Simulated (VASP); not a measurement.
# InSb (k06) (Fm-3m) in VASP: single point with PBEsol

Aim: the single point of InSb (k06) with PBEsol.

All numbers are computed with VASP 6.6.1; they aren't measurements. Logs are shortened: lines on timing, memory, paths and dates and some standing lists are left out, and cuts for length are marked.

**1. The cell of the first run**

The structure is cubic, space group Fm-3m (No. 225). The conventional cell has a = 6.037 Å, b = 6.037 Å, c = 6.037 Å, α = 90.00°, β = 90.00°, γ = 90.00°. Within 4.0 Å of In (site symmetry m-3m) lie 6 Sb at 3.02 Å. Sb (site symmetry m-3m) has 6 In at 3.02 Å within 4.0 Å.

**2. Single point, PBEsol**

The input, INCAR:

```
PREC     = Accurate       # precision mode
ENCUT    = 500            # plane-wave cutoff, eV
EDIFF    = 1E-6           # SCF threshold, eV
ISMEAR   = 0              # smearing method
SIGMA    = 0.1            # smearing width, eV
LREAL    = False          # projectors in reciprocal space
LASPH    = True           # aspherical terms in the spheres
NELM     = 120            # most SCF steps
ALGO     = Normal         # electronic algorithm
ISIF     = 2              # what is computed and relaxed
LWAVE    = False          # write WAVECAR
LCHARG   = False          # write CHGCAR
GGA      = PS             # functional
NBANDS   = 16             # bands
GGA_COMPAT= False
```

The input, KPOINTS:

```
regular mesh
0
Gamma
  18 18 18
```

The input, POSCAR:

```
InSb
1.0
    0.0000000000      3.0183939426      3.0183939426
    3.0183939426      0.0000000000      3.0183939426
    3.0183939426      3.0183939426      0.0000000000
In Sb
1 1
Direct
    0.0000000000      0.0000000000      0.0000000000
    0.5000000000      0.5000000000      0.5000000000
```

Potentials or basis: VASP PAW PBE potentials, release 64 (In_d, Sb).

Run with:

```
> cat potpaw_PBE.64/In_d/POTCAR potpaw_PBE.64/Sb/POTCAR > POTCAR
> mpirun -np 1 vasp_std > vasp.out
```

OUTCAR:

```text
PREC = Accurate
   ENCUT = 500
   EDIFF = 1E-6
   ISMEAR = 0
   LREAL = False
   LASPH = True
   NELM = 120
   ISIF = 2
   GGA = PS

 ion  position               nearest neighbor table
   1  0.000  0.000  0.000-   2 3.02   2 3.02   2 3.02   2 3.02   2 3.02   2 3.02
   2  0.500  0.500  0.500-   1 3.02   1 3.02   1 3.02   1 3.02   1 3.02   1 3.02

  LATTYP: Found a face centered cubic cell.
 ALAT       =     6.0367878852

  Lattice vectors:

 A1 = (   0.0000000000,   3.0183939426,   3.0183939426)
 A2 = (   3.0183939426,   0.0000000000,   3.0183939426)
 A3 = (   3.0183939426,   3.0183939426,   0.0000000000)

Analysis of symmetry for initial positions (statically):
=====================================================================
 Subroutine PRICEL returns:
 Original cell was already a primitive cell.

 Routine SETGRP: Setting up the symmetry group for a
 face centered cubic supercell.

 Subroutine GETGRP returns: Found 48 space group operations
 (whereof 48 operations were pure point group operations)
 out of a pool of 48 trial point group operations.

The static configuration has the point symmetry O_h .

Analysis of symmetry for dynamics (positions and initial velocities):
=====================================================================
 Subroutine PRICEL returns:
 Original cell was already a primitive cell.

 Routine SETGRP: Setting up the symmetry group for a
 face centered cubic supercell.

 Subroutine GETGRP returns: Found 48 space group operations
 (whereof 48 operations were pure point group operations)
 out of a pool of 48 trial point group operations.

The dynamic configuration has the point symmetry O_h .

 Subroutine INISYM returns: Found 48 space group operations
 (whereof 48 operations are pure point group operations),
 and found     1 'primitive' translations

----------------------------------------------------------------------------------------

                                     Primitive cell

  volume of cell :      54.9994

  direct lattice vectors                    reciprocal lattice vectors
     0.000000000  3.018393943  3.018393943    -0.165651008  0.165651008  0.165651008
     3.018393943  0.000000000  3.018393943     0.165651008 -0.165651008  0.165651008
     3.018393943  3.018393943  0.000000000     0.165651008  0.165651008 -0.165651008

  length of vectors
     4.268653650  4.268653650  4.268653650     0.286915963  0.286915963  0.286915963

  position of ions in fractional coordinates (direct lattice)
     0.000000000  0.000000000  0.000000000
     0.500000000  0.500000000  0.500000000

  ion indices of the primitive-cell ions
   primitive index   ion index
                 1           1
                 2           2

----------------------------------------------------------------------------------------

 KPOINTS: regular mesh

Automatic generation of k-mesh.
 Grid dimensions read from file:
 generate k-points for:   18   18   18

 Generating k-lattice:

  Cartesian coordinates                     Fractional coordinates (reciprocal lattice)
    -0.009202834  0.009202834  0.009202834     0.055555556  0.000000000  0.000000000
     0.009202834 -0.009202834  0.009202834     0.000000000  0.055555556  0.000000000
     0.009202834  0.009202834 -0.009202834     0.000000000  0.000000000  0.055555556

  Length of vectors
     0.015939776  0.015939776  0.015939776

  Shift w.r.t. Gamma in fractional coordinates (k-lattice)
     0.000000000  0.000000000  0.000000000

 Subroutine IBZKPT returns following result:
 ===========================================

 Found    195 irreducible k-points:

 Following reciprocal coordinates:
            Coordinates               Weight
  0.000000  0.000000  0.000000      1.000000
  0.055556  0.000000  0.000000      8.000000
  0.111111  0.000000  0.000000      8.000000
  0.166667  0.000000  0.000000      8.000000
  0.222222  0.000000  0.000000      8.000000
  0.277778  0.000000  0.000000      8.000000
[... 16 lines left out ...]
 -0.277778  0.055556  0.000000     24.000000
 -0.222222  0.055556  0.000000     24.000000
 [... further k-points ...]
   k-points           NKPTS =    195   k-points in BZ     NKDIM =    195   number of bands    NBANDS=     16
   number of dos      NEDOS =    301   number of ions     NIONS =      2
   total plane-waves  NPLWV =  32768
   dimension x,y,z NGX =    32 NGY =   32 NGZ =   32
   dimension x,y,z NGXF=    64 NGYF=   64 NGZF=   64
   ions per type =               1   1
   NGX,Y,Z   is equivalent  to a cutoff of  12.46, 12.46, 12.46 a.u.
   NGXF,Y,Z  is equivalent  to a cutoff of  24.93, 24.93, 24.93 a.u.
 SYSTEM =  unknown system
   PREC   = accura    normal or accurate (medium, high low for compatibility)
   ISTART =      0    job   : 0-new  1-cont  2-samecut
   ICHARG =      2    charge: 1-file 2-atom 10-const
   ISPIN  =      1    spin polarized calculation?
   LNONCOLLINEAR =      F non collinear calculations
   LSORBIT =      F    spin-orbit coupling
   LASPH  =      T    aspherical Exc in radial PAW
   ENCUT  =  500.0 eV  36.75 Ry    6.06 a.u.   7.78  7.78  7.78*2*pi/ulx,y,z
   NELM   =    120;   NELMIN=  2; NELMDL= -5     # of ELM steps
   EDIFF  = 0.1E-05   stopping-criterion for ELM
   LREAL  =      F    real-space projection
   EDIFFG = 0.1E-04   stopping-criterion for IOM
   NSW    =      0    number of steps for IOM
   IBRION =     -1    ionic relax: 0-MD 1-quasi-New 2-CG
   NFREE  =      0    steps in history (QN), initial steepest desc. (CG)
   ISIF   =      2    stress and relaxation
   ISYM   =      2    0-nonsym 1-usesym 2-fastsym
   POTIM  = 0.5000    time-step for ionic-motion
   TEBEG  =    0.0;   TEEND  =   0.0 temperature during run
   PSTRESS=    0.0 pullay stress
   NELECT =      18.0000    total number of electrons
   NUPDOWN=      -1.0000    fix difference up-down
   EMIN   =  10.00;   EMAX   =-10.00  energy-range for DOS
   EFERMI =   0.00;   METHOD = LEGACY
   ISMEAR =     0;   SIGMA  =   0.10  broadening in eV -4-tet -1-fermi 0-gaus
   EFERMI_NEDOS =   21; number of points for ismear=-14 and -15
   IALGO  =     38    algorithm
   IMIX   =      4    mixing-type and parameters
     AMIX     =   0.40;   BMIX     =  1.00
     AMIX_MAG =   1.60;   BMIX_MAG =  1.00
  volume/ion in A,a.u.               =      27.50       185.58
  Fermi-wavevector in a.u.,A,eV,Ry     =   1.128184  2.131958 17.317468  1.272798
  Thomas-Fermi vector in A             =   2.264873
   LORBIT       =      0    0 simple, 1 ext, 2 COOP (PROOUT), +10 PAW based schemes
   GGA     = PS    functional components
   LHFCALC =     F    Hartree Fock is set to
   AEXX    =    0.0000 exact exchange contribution
   IVDW    =     0    specifies the selected vdW correction
   LEPSILON=     F    determine dielectric tensor
   LRPA    =     F    only Hartree local field effects (RPA)
 non-spin polarized calculation
 Gauss-broadening in eV      SIGMA  =   0.10
  energy-cutoff  :      500.00
  volume of cell :       55.00
 maximum number of plane-waves:      1413
   NGX = 15   NGY = 15   NGZ = 15

 number of electron      17.9999991 magnetization

 Free energy of the ion-electron system (eV)
  ---------------------------------------------------
  ext. energy  EPLUGINS =         0.00000000
  ---------------------------------------------------
  free energy    TOTEN  =        -7.54005156 eV

  energy without entropy =       -7.53451172  energy(sigma->0) =       -7.53728164

 E-fermi :   7.0665     XC(G=0): -10.0974

 val. band max:        7.0661426790   @ k =   0.4444   0.0556   0.0000
 cond. band min:       7.0851256448   @ k =  -0.2778   0.2222   0.0000
 fundamental gap:      0.0189829658
 Fermi energy:         7.0665082725

 k-point     1 :       0.0000    0.0000    0.0000
  band No.  band energies     occupation
      1      -7.3164      2.00000
      2      -7.3164      2.00000
      3      -7.2828      2.00000
      4      -7.2828      2.00000
      5      -7.2828      2.00000
      6      -4.2127      2.00000
[... 8 lines left out ...]
     15      13.2546      0.00000
     16      13.2546      0.00000

 k-point     2 :       0.0556    0.0000    0.0000
  band No.  band energies     occupation
      1      -7.3174      2.00000
      2      -7.3174      2.00000
      3      -7.2828      2.00000
      4      -7.2820      2.00000
      5      -7.2820      2.00000
      6      -4.1779      2.00000
[... 8 lines left out ...]
     15      13.3752      0.00000
     16      13.3752      0.00000

 k-point     3 :       0.1111    0.0000    0.0000
  band No.  band energies     occupation
      1      -7.3204      2.00000
      2      -7.3204      2.00000
      3      -7.2829      2.00000
      4      -7.2795      2.00000
      5      -7.2795      2.00000
      6      -4.0739      2.00000
[... 8 lines left out ...]
     15      13.5851      0.00000
     16      13.5851      0.00000

 k-point     4 :       0.1667    0.0000    0.0000
  band No.  band energies     occupation
      1      -7.3253      2.00000
      2      -7.3253      2.00000
      3      -7.2832      2.00000
      4      -7.2754      2.00000
      5      -7.2754      2.00000
      6      -3.9023      2.00000
[... 8 lines left out ...]
     15      13.9198      0.00000
     16      13.9198      0.00000
[... 324 lines left out ...]
 k-point    22 :      -0.3333    0.0556    0.0000
  band No.  band energies     occupation
      1      -7.3498      2.00000
      2      -7.3465      2.00000
      3      -7.2849      2.00000
      4      -7.2576      2.00000
      5      -7.2554      2.00000
      6      -2.8904      2.00000
[... 8 lines left out ...]
     15      15.4200      0.00000
     16      16.6777      0.00000

 k-point    23 :      -0.2778    0.0556    0.0000
  band No.  band energies     occupation
      1      -7.3445      2.00000
      2      -7.3391      2.00000
      3      -7.2843      2.00000
      4      -7.2633      2.00000
      5      -7.2603      2.00000
      6      -3.2345      2.00000
[... 8 lines left out ...]
     15      14.7646      0.00000
     16      15.9233      0.00000

 k-point    24 :      -0.2222    0.0556    0.0000
  band No.  band energies     occupation
      1      -7.3381      2.00000
      2      -7.3316      2.00000
      3      -7.2838      2.00000
      4      -7.2692      2.00000
      5      -7.2659      2.00000
      6      -3.5436      2.00000
[... 8 lines left out ...]
     15      14.2168      0.00000
     16      15.2475      0.00000

 [... further k-points ...]

------------------------ aborting loop because EDIFF is reached ----------------------------------------

  FORCE on cell =-STRESS in cart. coord.  units (eV):
  Direction    XX          YY          ZZ          XY          YZ          ZX
  --------------------------------------------------------------------------------------
  -------------------------------------------------------------------------------------
  Total       -0.0102585     -0.0102585     -0.0102585      0.0000000     -0.0000000      0.0000000
  in kB       -0.2988382     -0.2988382     -0.2988382      0.0000000     -0.0000000      0.0000000
  external PRESSURE =      -0.2988382 kB  Pullay stress =       0.0000000 kB

 VOLUME and BASIS-vectors are now :
 -----------------------------------------------------------------------------
  energy-cutoff  :      500.00
  volume of cell :       55.00
      direct lattice vectors                 reciprocal lattice vectors
     0.000000000  3.018393943  3.018393943    -0.165651008  0.165651008  0.165651008
     3.018393943  0.000000000  3.018393943     0.165651008 -0.165651008  0.165651008
     3.018393943  3.018393943  0.000000000     0.165651008  0.165651008 -0.165651008

 POSITION                                       TOTAL-FORCE (eV/Angst)
 -----------------------------------------------------------------------------------
      0.00000      0.00000      0.00000         0.000000     -0.000000     -0.000000
      3.01839      3.01839      3.01839        -0.000000      0.000000      0.000000
 -----------------------------------------------------------------------------------
    total drift:                                0.000000     -0.000000     -0.000000

  FREE ENERGIE OF THE ION-ELECTRON SYSTEM (eV)
  ---------------------------------------------------
  free  energy   TOTEN  =        -7.5400515602 eV

  energy  without entropy=       -7.5345117230  energy(sigma->0) =       -7.53728164
```

It took 2.9 min on 1 thread of AMD EPYC 7R13, shared host; peak memory 0.27 GiB.

Results:

```yaml
Free_energy: -7.5401 eV
Pressure: 0.0 GPa
Band_gap_on_the_k_mesh: zero (band 9 reaches 7.70 eV, above the bottom of band 10 at 4.81 eV)
```

Caveat: the PAW data sets were made with another functional, which shifts forces and pressure a little; spin-orbit coupling is left out, which moves the levels of the heavy elements.
